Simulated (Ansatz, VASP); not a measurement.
## Two plane-wave programs on Sn

Contents of INCAR:

```
SYSTEM = Sn
PREC     = Accurate       ! precision mode
ENCUT    = 520            ! plane-wave cutoff, eV
EDIFF    = 1E-7           ! SCF threshold, eV
ISMEAR   = -1             ! smearing method
SIGMA    = 0.1            ! smearing width, eV
LREAL    = .FALSE.        ! projectors in reciprocal space
LASPH    = .TRUE.         ! aspherical terms in the spheres
NELM     = 100            ! most SCF steps
ALGO     = Normal         ! electronic algorithm
ISIF     = 2              ! what is computed and relaxed
LWAVE    = .FALSE.        ! write WAVECAR
LCHARG   = .FALSE.        ! write CHGCAR
GGA      = RE             ! functional
NBANDS   = 13             ! bands
```

The input KPOINTS:

```
Automatic mesh
0
G
  13 13 13
  0 0 0
```

POSCAR

```
Sn
1.0
   -1.9908434783      1.9908434783      1.9908434783
    1.9908434783     -1.9908434783      1.9908434783
    1.9908434783      1.9908434783     -1.9908434783
Sn
1
Direct
    0.0000000000      0.0000000000      0.0000000000
```

Input for Ansatz:

```yaml
crystal:
  lattice:
    - [-1.9908434783, 1.9908434783, 1.9908434783]
    - [1.9908434783, -1.9908434783, 1.9908434783]
    - [1.9908434783, 1.9908434783, -1.9908434783]
  atoms:
    - { symbol: Sn, position: [0.0, 0.0, 0.0] }
hamiltonian:
  xc: revpbe
  pseudopotentials:
    kind: paw
    azcp:
      Sn: "pseudopotentials/Sn.paw.azcp"
basis:
  ecutwfc: 420
  fft_grid_basis: typed
kpoints:
  mp_grid: { grid: [13, 13, 13], shift: [0, 0, 0] }
magnetization:
  spin_polarized: false
scf:
  occupations: { method: fermi_dirac, width: 0.1 }
  lower_state_search: "off"
output:
  stress: true
  write_density: true
  write_potential: true
  elf: true
  volumetric_format: npy
```

Alike in both runs: task single point; functional revPBE; k mesh 13 × 13 × 13; occupations fermi-dirac, width 0.1 eV; no spin polarisation.

```csv
,VASP,Ansatz
version,VASP 6.6.1,Ansatz 0.2.0
potentials or method,"VASP PAW PBE potentials, release 64 (Sn_d), cutoff 520 eV","plane waves (420 eV) with PAW, scalar-relativistic"
valence electrons in the cell,14,14
```

```tsv
	VASP	Ansatz	Ansatz less VASP
pressure (GPa)	-3.7	-3.7	+0.04
```

VASP's potentials were made for PBE, not for revPBE.
